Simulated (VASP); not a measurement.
# Ga12O19 (a cell with a defect) in VASP: notebook, part 2 of 4

VASP 6.6.1. Earlier steps stand in the parts before.

### 3 Single point, PBE

Contents of INCAR:

```
  ALGO = Normal
  EDIFF = 1E-6
  ENCUT = 520
  GGA = PE
  GGA_COMPAT = False
  ISIF = 2
  ISMEAR = -1
  ISYM = -1
  LASPH = True
  LCHARG = True
  LELF = True
  LREAL = Auto
  LVHAR = True
  LWAVE = False
  NBANDS = 156
  NELM = 120
  PREC = Accurate
  SIGMA = 0.01
```

Contents of KPOINTS:

```
explicit points
1
Reciprocal
  0.25000000   0.25000000   0.25000000 1
```

Contents of POSCAR:

```
Ga12O19
1.0
    0.0000000000      9.2496621800      0.0000000000
   -1.3977182400      0.0000000000      5.7085775500
    6.2279771500     -1.5416103600      0.0067278600
Ga O
12 19
Direct
    0.1186192577      0.6649138518      0.6851457113
    0.2191931808      0.3196715055      0.3019945001
    0.3005689472      0.1925743450      0.8042538050
    0.0272968351      0.8006356150      0.1864338881
    0.4457540697      0.6786409681      0.6805136830
    0.5467773709      0.3150003604      0.3026769385
    0.6338994831      0.1969002663      0.8125190688
    0.3617200452      0.7942755308      0.1749436262
    0.7691404332      0.6640343763      0.6817299582
    0.8826254958      0.3193798768      0.3052748779
    0.9718638292      0.2215435260      0.8165015484
    0.6959123550      0.8004603729      0.1807984023
    0.1666701950      0.7353519567      0.0096759181
    0.1669625860      0.2590513833      0.9787489925
    0.2737637429      0.4265992026      0.6428033376
    0.0583010049      0.5649381908      0.3453537416
    0.0502100858      0.1222760264      0.2823263630
    0.2773553960      0.8773100902      0.6675204049
    0.5005086310      0.7407855057      0.0048151662
    0.4939781697      0.2533362838      0.9789931356
    0.6033782487      0.4285883996      0.6455721352
    0.3907621244      0.5618675738      0.3409238366
    0.3852368533      0.1089799228      0.3198482593
    0.6089560369      0.8833670477      0.6659203828
    0.8321906881      0.7402188063      0.0079353580
    0.8282453488      0.2623011677      0.9781089883
    0.9371791984      0.4428393916      0.6439569391
    0.7221398053      0.5688014179      0.3448011603
    0.7131023735      0.1189060051      0.3081447479
    0.9467712182      0.8716384307      0.7233102169
    0.9678590346      0.9831536800      0.5386532200
```

Potentials or basis: VASP PAW PBE potentials, release 64 (Ga_d, O).

Command:

```
$ cat potpaw_PBE.64/Ga_d/POTCAR potpaw_PBE.64/O/POTCAR > POTCAR
$ mpirun -np 1 vasp_std > vasp.out
```

OUTCAR:

```text
EDIFF = 1E-6
   ENCUT = 520
   GGA = PE
   ISIF = 2
   ISMEAR = -1
   ISYM = -1
   LASPH = True
   LREAL = Auto
   NELM = 120
   PREC = Accurate

 ion  position               nearest neighbor table
   1  0.119  0.665  0.685-  13 1.97  18 1.97  15 2.03  30 2.03  27 2.05  16 2.06
   2  0.219  0.320  0.302-  17 1.91  14 1.96  23 1.97  22 2.06  15 2.07  16 2.09
   3  0.301  0.193  0.804-  14 1.84  18 1.85  20 1.85  15 1.89
   4  0.027  0.801  0.186-  17 1.84  25 1.87  16 1.88  13 1.90
   5  0.446  0.679  0.681-  18 1.94  24 1.96  19 1.97  22 2.06  21 2.08  15 2.11
   6  0.547  0.315  0.303-  29 1.92  20 1.96  23 1.96  22 2.06  21 2.08  28 2.13
   7  0.634  0.197  0.813-  26 1.84  20 1.85  24 1.85  21 1.90
   8  0.362  0.794  0.175-  13 1.85  23 1.86  19 1.86  22 1.90
   9  0.769  0.664  0.682-  24 1.96  30 1.97  25 1.98  21 2.00  28 2.04  27 2.05
  10  0.883  0.319  0.305-  17 1.95  29 1.97  26 1.99  27 2.06  16 2.10  28 2.10
  11  0.972  0.222  0.817-  14 1.84  26 1.86  27 1.87  31 1.99  30 2.00
  12  0.696  0.800  0.181-  29 1.85  25 1.85  19 1.87  28 1.89
  13  0.167  0.735  0.010-   8 1.85   4 1.90   1 1.97
  14  0.167  0.259  0.979-  11 1.84   3 1.84   2 1.96
  15  0.274  0.427  0.643-   3 1.89   1 2.03   2 2.07   5 2.11
  16  0.058  0.565  0.345-   4 1.88   1 2.06   2 2.09  10 2.10
  17  0.050  0.122  0.282-   4 1.84   2 1.91  10 1.95
  18  0.277  0.877  0.668-   3 1.85   5 1.94   1 1.97
  19  0.501  0.741  0.005-   8 1.86  12 1.87   5 1.97
  20  0.494  0.253  0.979-   7 1.85   3 1.85   6 1.96
  21  0.603  0.429  0.646-   7 1.90   9 2.00   6 2.08   5 2.08
  22  0.391  0.562  0.341-   8 1.90   2 2.06   6 2.06   5 2.06
  23  0.385  0.109  0.320-   8 1.86   6 1.96   2 1.97
  24  0.609  0.883  0.666-   7 1.85   5 1.96   9 1.96
  25  0.832  0.740  0.008-  12 1.85   4 1.87   9 1.98
  26  0.828  0.262  0.978-   7 1.84  11 1.86  10 1.99
  27  0.937  0.443  0.644-  11 1.87   9 2.05   1 2.05  10 2.06
  28  0.722  0.569  0.345-  12 1.89   9 2.04  10 2.10   6 2.13
  29  0.713  0.119  0.308-  12 1.85   6 1.92  10 1.97
  30  0.947  0.872  0.723-  31 1.53   9 1.97  11 2.00   1 2.03
  31  0.968  0.983  0.539-  30 1.53  11 1.99

IMPORTANT INFORMATION: All symmetrisations will be switched off!
NOSYMM: (Re-)initialisation of all symmetry stuff for point group C_1.

----------------------------------------------------------------------------------------

                                     Primitive cell

  volume of cell :     328.9392

  direct lattice vectors                    reciprocal lattice vectors
     0.000000000  9.249662180  0.000000000     0.026753887  0.108112056  0.006550563
    -1.397718240  0.000000000  5.708577550    -0.000189185  0.000000000  0.175128666
     6.227977150 -1.541610360  0.006727860     0.160523321  0.000000000  0.039303377

  length of vectors
     9.249662180  5.877199497  6.415941641     0.111565663  0.175128768  0.165264914

  position of ions in fractional coordinates (direct lattice)
     0.118619258  0.664913852  0.685145711
     0.219193181  0.319671505  0.301994500
     0.300568947  0.192574345  0.804253805
     0.027296835  0.800635615  0.186433888
     0.445754070  0.678640968  0.680513683
     0.546777371  0.315000360  0.302676938
[... 23 lines left out ...]
     0.946771218  0.871638431  0.723310217
     0.967859035  0.983153680  0.538653220

  ion indices of the primitive-cell ions
   primitive index   ion index
                 1           1
                 2           2
                 3           3
                 4           4
                 5           5
                 6           6
[... 23 lines left out ...]
                30          30
                31          31

----------------------------------------------------------------------------------------

 KPOINTS: explicit points

Read explicit list of k-points.

 Found      1 k-points:

 Following reciprocal coordinates:
            Coordinates               Weight
  0.250000  0.250000  0.250000      1.000000
   k-points           NKPTS =      1   k-points in BZ     NKDIM =      1   number of bands    NBANDS=    156
   number of dos      NEDOS =    301   number of ions     NIONS =     31
   total plane-waves  NPLWV = 161280
   dimension x,y,z NGX =    70 NGY =   48 NGZ =   48
   dimension x,y,z NGXF=   140 NGYF=   96 NGZF=   96
   ions per type =              12  19
   NGX,Y,Z   is equivalent  to a cutoff of  12.58, 13.58, 12.44 a.u.
   NGXF,Y,Z  is equivalent  to a cutoff of  25.16, 27.16, 24.87 a.u.
 SYSTEM =  unknown system
   PREC   = accura    normal or accurate (medium, high low for compatibility)
   ISTART =      0    job   : 0-new  1-cont  2-samecut
   ICHARG =      2    charge: 1-file 2-atom 10-const
   ISPIN  =      1    spin polarized calculation?
   LNONCOLLINEAR =      F non collinear calculations
   LSORBIT =      F    spin-orbit coupling
   LASPH  =      T    aspherical Exc in radial PAW
   ENCUT  =  520.0 eV  38.22 Ry    6.18 a.u.  17.20 10.93 11.93*2*pi/ulx,y,z
   NELM   =    120;   NELMIN=  2; NELMDL= -5     # of ELM steps
   EDIFF  = 0.1E-05   stopping-criterion for ELM
   LREAL  =      T    real-space projection
   EDIFFG = 0.1E-04   stopping-criterion for IOM
   NSW    =      0    number of steps for IOM
   IBRION =     -1    ionic relax: 0-MD 1-quasi-New 2-CG
   NFREE  =      0    steps in history (QN), initial steepest desc. (CG)
   ISIF   =      2    stress and relaxation
   ISYM   =     -1    0-nonsym 1-usesym 2-fastsym
   POTIM  = 0.5000    time-step for ionic-motion
   TEBEG  =    0.0;   TEEND  =   0.0 temperature during run
   PSTRESS=    0.0 pullay stress
   NELECT =     270.0000    total number of electrons
   NUPDOWN=      -1.0000    fix difference up-down
   EMIN   =  10.00;   EMAX   =-10.00  energy-range for DOS
   EFERMI =   0.00;   METHOD = LEGACY
   ISMEAR =    -1;   SIGMA  =   0.01  broadening in eV -4-tet -1-fermi 0-gaus
   EFERMI_NEDOS =   21; number of points for ismear=-14 and -15
   IALGO  =     38    algorithm
   IMIX   =      4    mixing-type and parameters
     AMIX     =   0.40;   BMIX     =  1.00
     AMIX_MAG =   1.60;   BMIX_MAG =  1.00
  volume/ion in A,a.u.               =      10.61        71.61
  Fermi-wavevector in a.u.,A,eV,Ry     =   1.532819  2.896608 31.967351  2.349534
  Thomas-Fermi vector in A             =   2.639972
   LORBIT       =      0    0 simple, 1 ext, 2 COOP (PROOUT), +10 PAW based schemes
   GGA     = PE    functional components
   LHFCALC =     F    Hartree Fock is set to
   AEXX    =    0.0000 exact exchange contribution
   IVDW    =     0    specifies the selected vdW correction
   LEPSILON=     F    determine dielectric tensor
   LRPA    =     F    only Hartree local field effects (RPA)
 non-spin polarized calculation
  energy-cutoff  :      520.00
  volume of cell :      328.94
 maximum number of plane-waves:      8866
 NGX is ok and might be reduce to    70
   NGX = 35   NGY = 21   NGZ = 23

 number of electron     270.0000003 magnetization

 Free energy of the ion-electron system (eV)
  ---------------------------------------------------
  ext. energy  EPLUGINS =         0.00000000
  ---------------------------------------------------
  free energy    TOTEN  =      -181.71018773 eV

  energy without entropy =     -181.71018773  energy(sigma->0) =     -181.71018773

 E-fermi :   4.4695     XC(G=0): -11.5122

 val. band max:        4.1624890013   @ k =   0.2500   0.2500   0.2500
 cond. band min:       7.8652385460   @ k =   0.2500   0.2500   0.2500
 fundamental gap:      3.7027495447
 Fermi energy:         4.4694741034

 k-point     1 :       0.2500    0.2500    0.2500
  band No.  band energies     occupation
      1     -16.9641      2.00000
      2     -14.7641      2.00000
      3     -14.5290      2.00000
      4     -14.3458      2.00000
      5     -14.0393      2.00000
      6     -13.9998      2.00000
[... 139 lines left out ...]
    146      10.5188      0.00000
    147      10.8498      0.00000
 [bands above 147 left out]

------------------------ aborting loop because EDIFF is reached ----------------------------------------

  FORCE on cell =-STRESS in cart. coord.  units (eV):
  Direction    XX          YY          ZZ          XY          YZ          ZX
  --------------------------------------------------------------------------------------
  -------------------------------------------------------------------------------------
  Total        7.0596994      8.0161507     15.2052246      1.3589071      0.1756281     -5.3659448
  in kB       34.3859598     39.0445850     74.0606947      6.6188831      0.8554390    -26.1361214
  external PRESSURE =      49.1637465 kB  Pullay stress =       0.0000000 kB

 VOLUME and BASIS-vectors are now :
 -----------------------------------------------------------------------------
  energy-cutoff  :      520.00
  volume of cell :      328.94
      direct lattice vectors                 reciprocal lattice vectors
     0.000000000  9.249662180  0.000000000     0.026753887  0.108112056  0.006550563
    -1.397718240  0.000000000  5.708577550    -0.000189185  0.000000000  0.175128666
     6.227977150 -1.541610360  0.006727860     0.160523321  0.000000000  0.039303377

 POSITION                                       TOTAL-FORCE (eV/Angst)
 -----------------------------------------------------------------------------------
      3.33771      0.04096      3.80032         0.016506     -0.001485      0.003707
      1.43400      1.56191      1.82690        -0.005267      0.001121     -0.002260
      4.73971      1.54032      1.10474        -0.007398     -0.000034     -0.000665
      0.04204     -0.03492      4.57174         0.014926     -0.007756      0.010543
      3.28967      3.07399      3.87865         0.009009     -0.001224     -0.002182
      1.44478      4.59090      1.80024        -0.008386      0.004943     -0.001568
[... 23 lines left out ...]
      3.28645      7.64225      4.98068         0.121190     -0.059162     -0.063105
      1.98055      8.12198      5.61603        -0.194168      0.074611      0.032728
 -----------------------------------------------------------------------------------
    total drift:                                0.011089     -0.011340      0.002012

  FREE ENERGIE OF THE ION-ELECTRON SYSTEM (eV)
  ---------------------------------------------------
  free  energy   TOTEN  =      -181.7101877251 eV

  energy  without entropy=     -181.7101877251  energy(sigma->0) =     -181.71018773
```

Run time: 95 s. Hardware: 1 thread of Intel Xeon 6975P-C (Granite Rapids), shared host; peak memory 0.37 GiB.

Results:

| Quantity | Value |
| --- | --- |
| Free energy | -181.7102 eV |
| Pressure | 4.9 GPa |
| Largest force | 0.211 eV/Å |
| Band gap on the k mesh | 3.70 eV |

Forces on the atoms (eV/Å):
```
Ga   0.017 -0.001  0.004
Ga  -0.005  0.001 -0.002
Ga  -0.007  0.000 -0.001
Ga   0.015 -0.008  0.011
Ga   0.009 -0.001 -0.002
Ga  -0.008  0.005 -0.002
Ga  -0.003 -0.005 -0.004
Ga   0.006 -0.004  0.006
Ga   0.017  0.007  0.009
Ga  -0.001 -0.002 -0.006
Ga   0.032 -0.006  0.037
Ga   0.009  0.000  0.010
O   -0.008  0.001 -0.006
O    0.009  0.006  0.005
O    0.005  0.003 -0.008
O   -0.004  0.000  0.003
O    0.017 -0.002 -0.015
O   -0.021 -0.004  0.011
O   -0.014 -0.001 -0.007
O    0.006  0.001  0.006
O    0.005 -0.011 -0.013
O   -0.006  0.002  0.006
O    0.023 -0.001 -0.011
O   -0.023  0.005  0.013
O   -0.015  0.002 -0.007
O    0.009 -0.003  0.005
O    0.000 -0.001 -0.002
O   -0.006 -0.001  0.001
O    0.018  0.002 -0.010
O    0.121 -0.059 -0.063
O   -0.194  0.075  0.033
```

(Continued in part 3 of 4.)
